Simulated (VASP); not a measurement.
# PbSe (Fm-3m) in VASP: settings compared

The runs below take PbSe through single point, with LDA, PBEsol, PBE.

Everything below comes from runs of VASP 6.6.1. Logs are shortened: lines on timing, memory, paths and dates and some standing lists are left out, and cuts for length are marked.

### 1 The cell of the first run

It takes space group Fm-3m (No. 225, cubic). The conventional cell has a = 6.124 Å, b = 6.124 Å, c = 6.124 Å, α = 90.00°, β = 90.00°, γ = 90.00°. Pb (site symmetry m-3m) has 6 Se at 3.06 Å within 4.0 Å. Within 4.0 Å of Se (site symmetry m-3m) lie 6 Pb at 3.06 Å.

### 2 Single point, LDA

INCAR

```
PREC = Accurate
ENCUT = 520
EDIFF = 1E-7
ISMEAR = -1
SIGMA = 0.01
LREAL = False
LASPH = True
NELM = 60
ALGO = Normal
ISIF = 2
LWAVE = False
LCHARG = False
GGA = CA
NBANDS = 17
```

KPOINTS

```
Automatic mesh
0
Gamma
  9 9 9
```

POSCAR

```
PbSe
1.0
    0.0000000000      3.0621500000      3.0621500000
    3.0621500000      0.0000000000      3.0621500000
    3.0621500000      3.0621500000      0.0000000000
Pb Se
1 1
Direct
    0.0000000000      0.0000000000      0.0000000000
    0.5000000000      0.5000000000      0.5000000000
```

Potentials or basis: VASP PAW LDA potentials, release 64 (Pb_d, Se).

The run is started by

```sh
cat potpaw_LDA.64/Pb_d/POTCAR potpaw_LDA.64/Se/POTCAR > POTCAR
mpirun -np 1 vasp_std > vasp.out
```

OUTCAR:

```text
PREC = Accurate
   ENCUT = 520
   EDIFF = 1E-7
   ISMEAR = -1
   LREAL = False
   LASPH = True
   NELM = 60
   ISIF = 2
   GGA = CA

 ion  position               nearest neighbor table
   1  0.000  0.000  0.000-   2 3.06   2 3.06   2 3.06   2 3.06   2 3.06   2 3.06
   2  0.500  0.500  0.500-   1 3.06   1 3.06   1 3.06   1 3.06   1 3.06   1 3.06

  LATTYP: Found a face centered cubic cell.
 ALAT       =     6.1243000000

  Lattice vectors:

 A1 = (   0.0000000000,   3.0621500000,   3.0621500000)
 A2 = (   3.0621500000,   0.0000000000,   3.0621500000)
 A3 = (   3.0621500000,   3.0621500000,   0.0000000000)

Analysis of symmetry for initial positions (statically):
=====================================================================
 Subroutine PRICEL returns:
 Original cell was already a primitive cell.

 Routine SETGRP: Setting up the symmetry group for a
 face centered cubic supercell.

 Subroutine GETGRP returns: Found 48 space group operations
 (whereof 48 operations were pure point group operations)
 out of a pool of 48 trial point group operations.

The static configuration has the point symmetry O_h .

Analysis of symmetry for dynamics (positions and initial velocities):
=====================================================================
 Subroutine PRICEL returns:
 Original cell was already a primitive cell.

 Routine SETGRP: Setting up the symmetry group for a
 face centered cubic supercell.

 Subroutine GETGRP returns: Found 48 space group operations
 (whereof 48 operations were pure point group operations)
 out of a pool of 48 trial point group operations.

The dynamic configuration has the point symmetry O_h .

 Subroutine INISYM returns: Found 48 space group operations
 (whereof 48 operations are pure point group operations),
 and found     1 'primitive' translations

----------------------------------------------------------------------------------------

                                     Primitive cell

  volume of cell :      57.4261

  direct lattice vectors                    reciprocal lattice vectors
     0.000000000  3.062150000  3.062150000    -0.163283967  0.163283967  0.163283967
     3.062150000  0.000000000  3.062150000     0.163283967 -0.163283967  0.163283967
     3.062150000  3.062150000  0.000000000     0.163283967  0.163283967 -0.163283967

  length of vectors
     4.330534060  4.330534060  4.330534060     0.282816127  0.282816127  0.282816127

  position of ions in fractional coordinates (direct lattice)
     0.000000000  0.000000000  0.000000000
     0.500000000  0.500000000  0.500000000

  ion indices of the primitive-cell ions
   primitive index   ion index
                 1           1
                 2           2

----------------------------------------------------------------------------------------

 KPOINTS: Automatic mesh

Automatic generation of k-mesh.
 Grid dimensions read from file:
 generate k-points for:    9    9    9

 Generating k-lattice:

  Cartesian coordinates                     Fractional coordinates (reciprocal lattice)
    -0.018142663  0.018142663  0.018142663     0.111111111  0.000000000  0.000000000
     0.018142663 -0.018142663  0.018142663     0.000000000  0.111111111  0.000000000
     0.018142663  0.018142663 -0.018142663     0.000000000  0.000000000  0.111111111

  Length of vectors
     0.031424014  0.031424014  0.031424014

  Shift w.r.t. Gamma in fractional coordinates (k-lattice)
     0.000000000  0.000000000  0.000000000

 Subroutine IBZKPT returns following result:
 ===========================================

 Found     35 irreducible k-points:

 Following reciprocal coordinates:
            Coordinates               Weight
  0.000000  0.000000  0.000000      1.000000
  0.111111  0.000000  0.000000      8.000000
  0.222222  0.000000  0.000000      8.000000
  0.333333  0.000000  0.000000      8.000000
  0.444444  0.000000  0.000000      8.000000
  0.111111  0.111111  0.000000      6.000000
[... 16 lines left out ...]
 -0.333333  0.333333  0.000000     12.000000
  0.444444  0.444444  0.000000      6.000000
 [... further k-points ...]
   k-points           NKPTS =     35   k-points in BZ     NKDIM =     35   number of bands    NBANDS=     17
   number of dos      NEDOS =    301   number of ions     NIONS =      2
   total plane-waves  NPLWV =  32768
   dimension x,y,z NGX =    32 NGY =   32 NGZ =   32
   dimension x,y,z NGXF=    64 NGYF=   64 NGZF=   64
   ions per type =               1   1
   NGX,Y,Z   is equivalent  to a cutoff of  12.28, 12.28, 12.28 a.u.
   NGXF,Y,Z  is equivalent  to a cutoff of  24.57, 24.57, 24.57 a.u.
 SYSTEM =  unknown system
   PREC   = accura    normal or accurate (medium, high low for compatibility)
   ISTART =      0    job   : 0-new  1-cont  2-samecut
   ICHARG =      2    charge: 1-file 2-atom 10-const
   ISPIN  =      1    spin polarized calculation?
   LNONCOLLINEAR =      F non collinear calculations
   LSORBIT =      F    spin-orbit coupling
   LASPH  =      T    aspherical Exc in radial PAW
   ENCUT  =  520.0 eV  38.22 Ry    6.18 a.u.   8.05  8.05  8.05*2*pi/ulx,y,z
   NELM   =     60;   NELMIN=  2; NELMDL= -5     # of ELM steps
   EDIFF  = 0.1E-06   stopping-criterion for ELM
   LREAL  =      F    real-space projection
   EDIFFG = 0.1E-05   stopping-criterion for IOM
   NSW    =      0    number of steps for IOM
   IBRION =     -1    ionic relax: 0-MD 1-quasi-New 2-CG
   NFREE  =      0    steps in history (QN), initial steepest desc. (CG)
   ISIF   =      2    stress and relaxation
   ISYM   =      2    0-nonsym 1-usesym 2-fastsym
   POTIM  = 0.5000    time-step for ionic-motion
   TEBEG  =    0.0;   TEEND  =   0.0 temperature during run
   PSTRESS=    0.0 pullay stress
   NELECT =      20.0000    total number of electrons
   NUPDOWN=      -1.0000    fix difference up-down
   EMIN   =  10.00;   EMAX   =-10.00  energy-range for DOS
   EFERMI =   0.00;   METHOD = LEGACY
   ISMEAR =    -1;   SIGMA  =   0.01  broadening in eV -4-tet -1-fermi 0-gaus
   EFERMI_NEDOS =   21; number of points for ismear=-14 and -15
   IALGO  =     38    algorithm
   IMIX   =      4    mixing-type and parameters
     AMIX     =   0.40;   BMIX     =  1.00
     AMIX_MAG =   1.60;   BMIX_MAG =  1.00
  volume/ion in A,a.u.               =      28.71       193.77
  Fermi-wavevector in a.u.,A,eV,Ry     =   1.151812  2.176610 18.050462  1.326672
  Thomas-Fermi vector in A             =   2.288467
   LORBIT       =      0    0 simple, 1 ext, 2 COOP (PROOUT), +10 PAW based schemes
   GGA     = CA    functional components
   LHFCALC =     F    Hartree Fock is set to
   AEXX    =    0.0000 exact exchange contribution
   IVDW    =     0    specifies the selected vdW correction
   LEPSILON=     F    determine dielectric tensor
   LRPA    =     F    only Hartree local field effects (RPA)
 non-spin polarized calculation
  energy-cutoff  :      520.00
  volume of cell :       57.43
 maximum number of plane-waves:      1565
   NGX = 17   NGY = 17   NGZ = 17

 number of electron      19.9999997 magnetization

 Free energy of the ion-electron system (eV)
  ---------------------------------------------------
  ext. energy  EPLUGINS =         0.00000000
  ---------------------------------------------------
  free energy    TOTEN  =        -9.44435130 eV

  energy without entropy =       -9.44435130  energy(sigma->0) =       -9.44435130

 E-fermi :   4.9065     XC(G=0):  -9.8390

 val. band max:        4.6774129238   @ k =   0.4444   0.0000   0.0000
 cond. band min:       5.3111667187   @ k =   0.4444   0.0000   0.0000
 fundamental gap:      0.6337537949
 Fermi energy:         4.9065479001

 k-point     1 :       0.0000    0.0000    0.0000
  band No.  band energies     occupation
      1     -11.8861      2.00000
      2     -11.8861      2.00000
      3     -11.8842      2.00000
      4     -11.8842      2.00000
      5     -11.8842      2.00000
      6      -8.7125      2.00000
[... 9 lines left out ...]
     16      11.3680      0.00000
     17      12.9171      0.00000

 k-point     2 :       0.1111    0.0000    0.0000
  band No.  band energies     occupation
      1     -11.8888      2.00000
      2     -11.8888      2.00000
      3     -11.8838      2.00000
      4     -11.8806      2.00000
      5     -11.8806      2.00000
      6      -8.6184      2.00000
[... 9 lines left out ...]
     16      11.6432      0.00000
     17      13.8785      0.00000

 k-point     3 :       0.2222    0.0000    0.0000
  band No.  band energies     occupation
      1     -11.8960      2.00000
      2     -11.8960      2.00000
      3     -11.8828      2.00000
      4     -11.8707      2.00000
      5     -11.8707      2.00000
      6      -8.3540      2.00000
[... 9 lines left out ...]
     16      12.3418      0.00000
     17      15.5384      0.00000

 k-point     4 :       0.3333    0.0000    0.0000
  band No.  band energies     occupation
      1     -11.9043      2.00000
      2     -11.9043      2.00000
      3     -11.8819      2.00000
      4     -11.8594      2.00000
      5     -11.8594      2.00000
      6      -7.9886      2.00000
[... 9 lines left out ...]
     16      13.4013      0.00000
     17      16.5772      0.00000

 k-point     5 :       0.4444    0.0000    0.0000
  band No.  band energies     occupation
      1     -11.9097      2.00000
      2     -11.9097      2.00000
      3     -11.8814      2.00000
      4     -11.8520      2.00000
      5     -11.8520      2.00000
      6      -7.6881      2.00000
[... 9 lines left out ...]
     16      14.6765      0.00000
     17      15.3615      0.00000

 k-point     6 :       0.1111    0.1111    0.0000
  band No.  band energies     occupation
      1     -11.8941      2.00000
      2     -11.8864      2.00000
      3     -11.8839      2.00000
      4     -11.8792      2.00000
      5     -11.8792      2.00000
      6      -8.5858      2.00000
[... 9 lines left out ...]
     16      12.1712      0.00000
     17      13.5518      0.00000

 k-point     7 :       0.2222    0.1111    0.0000
  band No.  band energies     occupation
      1     -11.9044      2.00000
      2     -11.8869      2.00000
      3     -11.8866      2.00000
      4     -11.8730      2.00000
      5     -11.8695      2.00000
      6      -8.3750      2.00000
[... 9 lines left out ...]
     16      12.9306      0.00000
     17      14.5870      0.00000

 k-point     8 :       0.3333    0.1111    0.0000
  band No.  band energies     occupation
      1     -11.9148      2.00000
      2     -11.8944      2.00000
      3     -11.8837      2.00000
      4     -11.8656      2.00000
      5     -11.8580      2.00000
      6      -8.0373      2.00000
[... 9 lines left out ...]
     16      13.9328      0.00000
     17      16.0688      0.00000
[... 203 lines left out ...]
      1     -11.9153      2.00000
      2     -11.9016      2.00000
      3     -11.8769      2.00000
      4     -11.8644      2.00000
      5     -11.8610      2.00000
      6      -7.8518      2.00000
[... 9 lines left out ...]
     16      14.6268      0.00000
     17      15.4280      0.00000

 k-point    20 :       0.3333    0.3333    0.0000
  band No.  band energies     occupation
      1     -11.9720      2.00000
      2     -11.8983      2.00000
      3     -11.8716      2.00000
      4     -11.8505      2.00000
      5     -11.8505      2.00000
      6      -7.7188      2.00000
[... 9 lines left out ...]
     16      15.1622      0.00000
     17      16.0337      0.00000

 k-point    21 :       0.4444    0.3333    0.0000
  band No.  band energies     occupation
      1     -11.9879      2.00000
      2     -11.8974      2.00000
      3     -11.8732      2.00000
      4     -11.8466      2.00000
      5     -11.8443      2.00000
      6      -7.4708      2.00000
[... 9 lines left out ...]
     16      16.0208      0.00000
     17      16.6214      0.00000

 k-point    22 :      -0.4444    0.3333    0.0000
  band No.  band energies     occupation
      1     -11.9837      2.00000
      2     -11.8893      2.00000
      3     -11.8802      2.00000
      4     -11.8499      2.00000
      5     -11.8439      2.00000
      6      -7.3138      2.00000
[... 9 lines left out ...]
     16      15.3684      0.00000
     17      17.1489      0.00000

 k-point    23 :      -0.3333    0.3333    0.0000
  band No.  band energies     occupation
      1     -11.9623      2.00000
      2     -11.8898      2.00000
      3     -11.8770      2.00000
      4     -11.8591      2.00000
      5     -11.8492      2.00000
      6      -7.3460      2.00000
[... 9 lines left out ...]
     16      14.2796      0.00000
     17      16.3862      0.00000

 k-point    24 :       0.4444    0.4444    0.0000
  band No.  band energies     occupation
      1     -12.0104      2.00000
      2     -11.9024      2.00000
      3     -11.8674      2.00000
      4     -11.8400      2.00000
      5     -11.8400      2.00000
      6      -7.3282      2.00000
[... 9 lines left out ...]
     16      16.3034      0.00000
     17      17.4841      0.00000

 [... further k-points ...]

------------------------ aborting loop because EDIFF is reached ----------------------------------------

  FORCE on cell =-STRESS in cart. coord.  units (eV):
  Direction    XX          YY          ZZ          XY          YZ          ZX
  --------------------------------------------------------------------------------------
  -------------------------------------------------------------------------------------
  Total       -0.7514839     -0.7514839     -0.7514839     -0.0000000     -0.0000000      0.0000000
  in kB      -20.9662550    -20.9662550    -20.9662550     -0.0000000     -0.0000000      0.0000000
  external PRESSURE =     -20.9662550 kB  Pullay stress =       0.0000000 kB

 VOLUME and BASIS-vectors are now :
 -----------------------------------------------------------------------------
  energy-cutoff  :      520.00
  volume of cell :       57.43
      direct lattice vectors                 reciprocal lattice vectors
     0.000000000  3.062150000  3.062150000    -0.163283967  0.163283967  0.163283967
     3.062150000  0.000000000  3.062150000     0.163283967 -0.163283967  0.163283967
     3.062150000  3.062150000  0.000000000     0.163283967  0.163283967 -0.163283967

 POSITION                                       TOTAL-FORCE (eV/Angst)
 -----------------------------------------------------------------------------------
      0.00000      0.00000      0.00000        -0.000000      0.000000     -0.000000
      3.06215      3.06215      3.06215         0.000000      0.000000      0.000000
 -----------------------------------------------------------------------------------
    total drift:                                0.000000     -0.000000     -0.000000

  FREE ENERGIE OF THE ION-ELECTRON SYSTEM (eV)
  ---------------------------------------------------
  free  energy   TOTEN  =        -9.4443512980 eV

  energy  without entropy=       -9.4443512980  energy(sigma->0) =       -9.44435130
```

Wall time 22 s (1 thread of Intel Xeon Platinum 8488C (Sapphire Rapids), shared host); peak memory 0.17 GiB.

What came out:

```
Free energy : -9.4444 eV
Pressure    : -2.1 GPa
```

Caveat: this odd mesh misses L, so gap, dielectric constants and Born charges aren't listed; spin-orbit coupling is left out, which moves the levels of the heavy elements.

### 3 Single point, PBEsol

INCAR

```
SYSTEM = PbSe
ALGO     = Normal         ! electronic algorithm
EDIFF    = 1E-6           ! SCF threshold, eV
ENCUT    = 520            ! plane-wave cutoff, eV
GGA      = PS             ! functional
ISIF     = 2              ! what is computed and relaxed
ISMEAR   = -1             ! smearing method
LASPH    = .TRUE.         ! aspherical terms in the spheres
LCHARG   = .FALSE.        ! write CHGCAR
LREAL    = .FALSE.        ! projectors in reciprocal space
LWAVE    = .FALSE.        ! write WAVECAR
NBANDS   = 17             ! bands
NELM     = 60             ! most SCF steps
PREC     = Accurate       ! precision mode
SIGMA    = 0.01           ! smearing width, eV
```

KPOINTS

```
k-points
0
G
  9 9 9
  0 0 0
```

POSCAR is that of step 2.

Potentials or basis: VASP PAW PBE potentials, release 64 (Pb_d, Se).

The run is started by

```sh
cat potpaw_PBE.64/Pb_d/POTCAR potpaw_PBE.64/Se/POTCAR > POTCAR
mpirun -np 1 vasp_std > vasp.out
```

Wall time 25 s (1 thread of Intel Xeon Platinum 8488C (Sapphire Rapids), shared host); peak memory 0.18 GiB.

It converged, with:

- Free energy: -8.9167 eV
- Pressure: -0.6 GPa

Levels at points of the mesh, in eV from the Fermi level:
```csv
k point,band 8,band 9,band 10,band 11,band 12,band 13
"(0.00, 0.00, 0.00)",-1.88,-1.88,-1.88,4.66,4.66,4.66
```

Caveat: this odd mesh misses L, so gap, dielectric constants and Born charges aren't listed; the PAW data sets were made with another functional, which shifts forces and pressure a little; spin-orbit coupling is left out, which moves the levels of the heavy elements.

(Part 1 of 2 ends here.)
